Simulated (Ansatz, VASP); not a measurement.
## HfWS5 in VASP and in Ansatz

```
Hf W S
1.0
     4.30789    0.00000    0.00000
     0.00000    4.30789    0.00000
     0.00000    0.00000    7.59599
Hf W S
1 1 5
Direct
  0.50000 0.50000 0.00000
  0.00000 0.00000 0.50000
  0.00000 0.50000 0.29907
  0.00000 0.50000 0.70093
  0.50000 0.00000 0.29907
  0.50000 0.00000 0.70093
  0.00000 0.00000 0.00000
```

Change from the starting cell: species swapped into the InPPd5 type (P4/mmm, No. 123).

Alike in both runs: task relaxation of cell and atoms; functional PBE; k mesh 4 × 4 × 2; occupations gaussian, width 0.1 eV; no spin polarisation.

|  | VASP | Ansatz |
| --- | --- | --- |
| version | VASP 6.6.1 | Ansatz 0.2.0 |
| potentials or method | VASP PAW PBE potentials, release 64 (Hf_pv, W_sv, S), cutoff 600 eV | scalar-relativistic, plane waves, PAW |
| valence electrons in the cell | 54 | 70 |

```tsv
	VASP	Ansatz	Ansatz less VASP
gap on the k mesh at the Fermi level, each at its own relaxed structure (eV)	none	none	-
relaxed volume (Å³/atom)	16.58	16.60	+0.024
relaxed length of the cell vector where the two differ most in proportion (Å)	4.334	4.339	+0.0051
```

A gap of «none» marks a metal or a gap that the smearing closes. VASP's potentials hold 54 valence electrons a cell and Ansatz's 70, so a difference there can come from the potentials and not from the codes.

The k mesh is coarse, so the values compare programs but aren't converged. Neither program's run includes spin-orbit coupling. Noted on VASP's run: the volume moved by over 15 % at a fixed basis, so the end points are rough.
